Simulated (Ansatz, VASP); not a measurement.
**Two plane-wave programs on I**

Contents of INCAR:

```
SYSTEM = I
  PREC = Accurate
  ENCUT = 520
  EDIFF = 1E-7
  ISMEAR = 0
  SIGMA = 0.1
  LREAL = .False.
  LASPH = .True.
  NELM = 60
  ALGO = Fast
  ISIF = 2
  LWAVE = .False.
  LCHARG = .False.
  GGA = PS
  NBANDS = 10
```

The input KPOINTS:

```
Automatic mesh
0
Gamma
  12 12 18
  0 0 0
```

The input POSCAR:

```
I
1.0
    2.5914487896     -3.5897921185     -0.0602857313
    2.5914487896      3.5897921185     -0.0602857313
   -1.7113346113      0.0000000000      2.3085153620
I
1
Direct
    0.5000000000      0.5000000000      0.5000000000
```

Input for Ansatz:

```yaml
crystal:
  lattice:
    - [2.5914487896, -3.5897921185, -0.0602857313]
    - [2.5914487896, 3.5897921185, -0.0602857313]
    - [-1.7113346113, 0.0, 2.308515362]
  atoms:
    - { symbol: I, position: [0.5, 0.5, 0.5] }
basis:
  ecutwfc: 420
kpoints:
  mp_grid: { grid: [12, 12, 18] }
hamiltonian:
  xc: pbesol
scf:
  occupations: { method: gaussian, width: 0.1 }
output:
  forces: true
  stress: true
  eigenvalues: true
  populations: true
```

Alike in both runs: task single point; functional PBEsol; k mesh 12 × 12 × 18; occupations gaussian, width 0.1 eV; no spin polarisation.

|  | VASP | Ansatz |
| --- | --- | --- |
| version | VASP 6.6.1 | Ansatz 0.2.0 |
| potentials or method | VASP PAW PBE potentials, release 64 (I), cutoff 520 eV | scalar-relativistic, plane waves, PAW |
| valence electrons in the cell | 7 | 17 |

Ansatz gave:

```
gap on the k mesh at the Fermi level (eV)                     : none
pressure (GPa)                                                : 0.4
traceless stress, the component that is largest in VASP (GPa) : -1.85
```

Problem. Estimate VASP's values.

Solution. gap on the k mesh at the Fermi level (eV): none; pressure (GPa): 0.4; traceless stress, the component that is largest in VASP (GPa): -1.82.

VASP's potentials were made for PBE, not for PBEsol. A gap of «none» marks a metal or a gap that the smearing closes. The functional is the same, so the differences come from potentials, cutoffs and numerics. VASP's potentials hold 7 valence electrons a cell and Ansatz's 17, so a difference there can come from the potentials and not from the codes.

Spin-orbit coupling is off throughout.
